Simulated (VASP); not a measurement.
# NaI (wurtzite type) (P6_3mc) in VASP: a series of runs, part 2 of 2

VASP 6.6.1. Earlier steps stand in the parts before.

## 3. Relaxation of cell and atoms, PBE

This run uses another cell than the first one, of 33.37 Å³/atom.

INCAR reads:

```
SYSTEM = NaI
ALGO = Normal
EDIFF = 1E-6
EDIFFG = -0.005
ENCUT = 600
GGA = PE
IBRION = 2
ISIF = 3
ISMEAR = -1
LASPH = .TRUE.
LCHARG = .FALSE.
LREAL = .FALSE.
LWAVE = .FALSE.
NELM = 100
NSW = 100
PREC = Accurate
SIGMA = 0.08
```

KPOINTS reads:

```
k-points
0
G
  10 10 6
  0 0 0
```

POSCAR reads:

```
NaI
1.0
    4.5558582445      0.0000000000      0.0000000000
   -2.2779291223      3.9454889758      0.0000000000
    0.0000000000      0.0000000000      7.4260489385
Na I
2 2
Direct
    0.3333333333      0.6666666667      0.0000000000
    0.6666666667      0.3333333333      0.5000000000
    0.3333333333      0.6666666667      0.3760000000
    0.6666666667      0.3333333333      0.8760000000
```

Potentials or basis: VASP PAW PBE potentials, release 64 (Na_pv, I).

Launch:

```bash
$ cat potpaw_PBE.64/Na_pv/POTCAR potpaw_PBE.64/I/POTCAR > POTCAR
$ mpirun -np 1 vasp_std > vasp.out
```

OUTCAR:

```text
SYSTEM = NaI
   EDIFF = 1E-6
   EDIFFG = -0.005
   ENCUT = 600
   GGA = PE
   IBRION = 2
   ISIF = 3
   ISMEAR = -1
   LASPH = .TRUE.
   LREAL = .FALSE.
   NELM = 100
   NSW = 100
   PREC = Accurate

 ion  position               nearest neighbor table
   1  0.333  0.667  0.000-   4 2.79   4 2.79   4 2.79   3 2.79
   2  0.667  0.333  0.500-   3 2.79   3 2.79   3 2.79   4 2.79
   3  0.333  0.667  0.376-   2 2.79   2 2.79   2 2.79   1 2.79
   4  0.667  0.333  0.876-   1 2.79   1 2.79   1 2.79   2 2.79

  LATTYP: Found a hexagonal cell.
 ALAT       =     4.5558582445
 C/A-ratio  =     1.6300000000

  Lattice vectors:

 A1 = (   4.5558582445,   0.0000000000,   0.0000000000)
 A2 = (  -2.2779291223,   3.9454889758,   0.0000000000)
 A3 = (   0.0000000000,   0.0000000000,   7.4260489385)

Analysis of symmetry for initial positions (statically):
=====================================================================
 Subroutine PRICEL returns:
 Original cell was already a primitive cell.

 Routine SETGRP: Setting up the symmetry group for a
 hexagonal supercell.

 Subroutine GETGRP returns: Found 12 space group operations
 (whereof  6 operations were pure point group operations)
 out of a pool of 24 trial point group operations.

The static configuration has the point symmetry C_3v.
 The point group associated with its full space group is C_6v.

Analysis of symmetry for dynamics (positions and initial velocities):
=====================================================================
 Subroutine PRICEL returns:
 Original cell was already a primitive cell.

 Routine SETGRP: Setting up the symmetry group for a
 hexagonal supercell.

 Subroutine GETGRP returns: Found 12 space group operations
 (whereof  6 operations were pure point group operations)
 out of a pool of 24 trial point group operations.

The dynamic configuration has the point symmetry C_3v.
 The point group associated with its full space group is C_6v.

 Subroutine INISYM returns: Found 12 space group operations
 (whereof  6 operations are pure point group operations),
 and found     1 'primitive' translations

----------------------------------------------------------------------------------------

                                     Primitive cell

  volume of cell :     133.4839

  direct lattice vectors                    reciprocal lattice vectors
     4.555858245  0.000000000  0.000000000     0.219497611  0.126727005  0.000000000
    -2.277929122  3.945488976  0.000000000     0.000000000  0.253454009  0.000000000
     0.000000000  0.000000000  7.426048939     0.000000000  0.000000000  0.134661111

  length of vectors
     4.555858245  4.555858245  7.426048939     0.253454009  0.253454009  0.134661111

  position of ions in fractional coordinates (direct lattice)
     0.333333333  0.666666667  0.000000000
     0.666666667  0.333333333  0.500000000
     0.333333333  0.666666667  0.376000000
     0.666666667  0.333333333  0.876000000

  ion indices of the primitive-cell ions
   primitive index   ion index
                 1           1
                 2           2
                 3           3
[... 64 lines left out ...]
   PREC   = accura    normal or accurate (medium, high low for compatibility)
   ISTART =      0    job   : 0-new  1-cont  2-samecut
   ICHARG =      2    charge: 1-file 2-atom 10-const
   ISPIN  =      1    spin polarized calculation?
   LNONCOLLINEAR =      F non collinear calculations
   LSORBIT =      F    spin-orbit coupling
   LASPH  =      T    aspherical Exc in radial PAW
   ENCUT  =  600.0 eV  44.10 Ry    6.64 a.u.   9.10  9.10 14.83*2*pi/ulx,y,z
   NELM   =    100;   NELMIN=  2; NELMDL= -5     # of ELM steps
   EDIFF  = 0.1E-05   stopping-criterion for ELM
   LREAL  =      F    real-space projection
   EDIFFG = -.5E-02   stopping-criterion for IOM
   NSW    =    100    number of steps for IOM
   IBRION =      2    ionic relax: 0-MD 1-quasi-New 2-CG
   NFREE  =      1    steps in history (QN), initial steepest desc. (CG)
   ISIF   =      3    stress and relaxation
   ISYM   =      2    0-nonsym 1-usesym 2-fastsym
   POTIM  = 0.5000    time-step for ionic-motion
   TEBEG  =    0.0;   TEEND  =   0.0 temperature during run
   PSTRESS=    0.0 pullay stress
   NELECT =      28.0000    total number of electrons
   NUPDOWN=      -1.0000    fix difference up-down
   EMIN   =  10.00;   EMAX   =-10.00  energy-range for DOS
   EFERMI =   0.00;   METHOD = LEGACY
   ISMEAR =    -1;   SIGMA  =   0.08  broadening in eV -4-tet -1-fermi 0-gaus
   EFERMI_NEDOS =   21; number of points for ismear=-14 and -15
   IALGO  =     38    algorithm
   IMIX   =      4    mixing-type and parameters
     AMIX     =   0.40;   BMIX     =  1.00
     AMIX_MAG =   1.60;   BMIX_MAG =  1.00
  volume/ion in A,a.u.               =      33.37       225.20
  Fermi-wavevector in a.u.,A,eV,Ry     =   0.972713  1.838160 12.873423  0.946170
  Thomas-Fermi vector in A             =   2.103033
   LORBIT       =      0    0 simple, 1 ext, 2 COOP (PROOUT), +10 PAW based schemes
   GGA     = PE    functional components
   LHFCALC =     F    Hartree Fock is set to
   AEXX    =    0.0000 exact exchange contribution
   IVDW    =     0    specifies the selected vdW correction
   LEPSILON=     F    determine dielectric tensor
   LRPA    =     F    only Hartree local field effects (RPA)
 conjugate gradient relaxation of ions
 non-spin polarized calculation
  energy-cutoff  :      600.00
  volume of cell :      133.48
 maximum number of plane-waves:      4494
   NGX = 19   NGY = 19   NGZ = 29

--------------------------------------- Ionic step        1  -------------------------------------------

 number of electron      27.9999985 magnetization

 Free energy of the ion-electron system (eV)
  ---------------------------------------------------
  ext. energy  EPLUGINS =         0.00000000
  ---------------------------------------------------
  free energy    TOTEN  =        -9.77121693 eV

  energy without entropy =       -9.77121693  energy(sigma->0) =       -9.77121693

------------------------ aborting loop because EDIFF is reached ----------------------------------------

  FORCE on cell =-STRESS in cart. coord.  units (eV):
  Direction    XX          YY          ZZ          XY          YZ          ZX
  --------------------------------------------------------------------------------------
  -------------------------------------------------------------------------------------
  Total        5.9737743      5.9737743      5.7265583     -0.0000000      0.0000000      0.0000000
  in kB       71.7018811     71.7018811     68.7346027     -0.0000000      0.0000000      0.0000000
  external PRESSURE =      70.7127883 kB  Pullay stress =       0.0000000 kB
[... 95 lines left out ...]
  FREE ENERGIE OF THE ION-ELECTRON SYSTEM (eV)
  ---------------------------------------------------
  free  energy   TOTEN  =       -10.5899784919 eV

  energy  without entropy=      -10.5899784917  energy(sigma->0) =      -10.58997849

[... ionic steps 4 to 20 ...]

--------------------------------------- Ionic step       21  -------------------------------------------

 number of electron      27.9999986 magnetization

------------------------ aborting loop because EDIFF is reached ----------------------------------------
[... 71 lines left out ...]
--------------------------------------- Ionic step       23  -------------------------------------------

 number of electron      27.9999986 magnetization

 Free energy of the ion-electron system (eV)
  ---------------------------------------------------
  ext. energy  EPLUGINS =         0.00000000
  ---------------------------------------------------
  free energy    TOTEN  =       -10.60217860 eV

  energy without entropy =      -10.60217860  energy(sigma->0) =      -10.60217860

 E-fermi :   0.6120     XC(G=0):  -6.3604

 val. band max:       -1.1529735522   @ k =   0.0000   0.0000   0.0000
 cond. band min:       2.5470420828   @ k =   0.0000   0.0000   0.0000
 fundamental gap:      3.7000156350
 Fermi energy:         0.6120199305

 k-point     1 :       0.0000    0.0000    0.0000
  band No.  band energies     occupation
      1     -23.3941      2.00000
      2     -23.3918      2.00000
      3     -23.3897      2.00000
      4     -23.3897      2.00000
      5     -23.3894      2.00000
      6     -23.3894      2.00000
[... 481 lines left out ...]
      5     -23.3901      2.00000
      6     -23.3897      2.00000
[... 10 lines left out ...]
     17       5.2052      0.00000
     18       5.6620      0.00000

 [... further k-points ...]

------------------------ aborting loop because EDIFF is reached ----------------------------------------

  FORCE on cell =-STRESS in cart. coord.  units (eV):
  Direction    XX          YY          ZZ          XY          YZ          ZX
  --------------------------------------------------------------------------------------
  -------------------------------------------------------------------------------------
  Total       -0.0069151     -0.0069151     -0.0042858      0.0000000      0.0000000      0.0000000
  in kB       -0.0605210     -0.0605210     -0.0375090      0.0000000      0.0000000      0.0000000
  external PRESSURE =      -0.0528504 kB  Pullay stress =       0.0000000 kB
[... 19 lines left out ...]
  FREE ENERGIE OF THE ION-ELECTRON SYSTEM (eV)
  ---------------------------------------------------
  free  energy   TOTEN  =       -10.6021785987 eV

  energy  without entropy=      -10.6021785985  energy(sigma->0) =      -10.60217860

 reached required accuracy - stopping structural energy minimisation
```

CONTCAR:

```text
NaI
   1.00000000000000
     5.1472036659892870   -0.0000000000077504    0.0000000000000000
    -2.5736018330578450    4.4576091332340653    0.0000000000000000
     0.0000000000000000    0.0000000000000000    7.9786923518558428
  Na              I
     2     2
Direct
     0.3333333332999970    0.6666666667000030    0.9930596553921954
     0.6666666667000030    0.3333333332999970    0.4930596553921955
     0.3333333332999970    0.6666666667000030    0.3829403446078022
     0.6666666667000030    0.3333333332999970    0.8829403446078022

  0.00000000E+00  0.00000000E+00  0.00000000E+00
  0.00000000E+00  0.00000000E+00  0.00000000E+00
  0.00000000E+00  0.00000000E+00  0.00000000E+00
  0.00000000E+00  0.00000000E+00  0.00000000E+00
```

It took 16 min on 1 thread of Intel Xeon Platinum 8559C (Emerald Rapids), shared host; peak memory 0.38 GiB.

What came out:

```
Free energy                           : -10.6022 eV
Relaxed volume                        : 45.77 Å³/atom
Relaxed cell                          : a = 5.147 Å, b = 5.147 Å, c = 7.979 Å, α = 90.00°, β = 90.00°, γ = 120.00°
Space group after relaxing (to 0.1 Å) : P6_3mc (No. 186)
Energy gained by relaxing             : 207.7 meV/atom
Ionic steps                           : 23
Pressure after relaxing               : 0.0 GPa
Band gap on the k mesh                : 3.70 eV
```

Step by step:
| step | energy change (eV) | largest force (eV/Å) | pressure (GPa) | volume (Å³) |
| --- | --- | --- | --- | --- |
| 1 | 0.0000 | 0.0056 | 7.07 | 133.48 |
| 2 | -0.7402 | 0.0171 | 1.59 | 164.01 |
| 3 | -0.8188 | 0.0172 | 0.47 | 176.77 |
| 4 | -0.8283 | 0.0170 | 0.05 | 182.91 |
| 5 | -0.8284 | 0.0169 | -0.03 | 184.01 |
| 6 | -0.8285 | 0.0166 | 0.05 | 183.77 |
| 7 | -0.8285 | 0.0169 | 0.01 | 183.72 |
| 8 | -0.8286 | 0.0169 | 0.02 | 183.63 |
| 9 | -0.8286 | 0.0170 | 0.05 | 183.45 |
| 10 | -0.8287 | 0.0169 | 0.01 | 183.47 |
| 11 | -0.8289 | 0.0176 | 0.00 | 183.54 |
| 12 | -0.8293 | 0.0189 | 0.00 | 183.67 |
| 13 | -0.8298 | 0.0217 | -0.02 | 183.93 |
| 14 | -0.8300 | 0.0276 | -0.06 | 184.42 |
| 15 | -0.8301 | 0.0251 | -0.06 | 184.33 |
| 16 | -0.8305 | 0.0194 | -0.04 | 184.04 |
| 17 | -0.8308 | 0.0089 | -0.02 | 183.45 |
| 18 | -0.8308 | 0.0073 | -0.03 | 183.37 |
| 19 | -0.8309 | 0.0064 | 0.00 | 183.18 |
| 20 | -0.8309 | 0.0029 | 0.03 | 182.93 |
| 21 | -0.8310 | 0.0009 | -0.03 | 183.10 |
| 22 | -0.8310 | 0.0010 | 0.02 | 183.04 |
| 23 | -0.8310 | 0.0007 | -0.01 | 183.06 |

Final structure:
```yaml
crystal:
  lattice:
    - [5.14720, 0.00000, 0.00000]
    - [-2.57360, 4.45761, 0.00000]
    - [0.00000, 0.00000, 7.97869]
  atoms:
    - { symbol: Na, position: [0.33333, 0.66667, 0.99306] }
    - { symbol: Na, position: [0.66667, 0.33333, 0.49306] }
    - { symbol: I, position: [0.33333, 0.66667, 0.38294] }
    - { symbol: I, position: [0.66667, 0.33333, 0.88294] }
```

Caveat: the volume moved by over 15 % at a fixed basis, so the end points are rough; spin-orbit coupling is left out, which moves the levels of the heavy elements. A k mesh can miss the band edges.
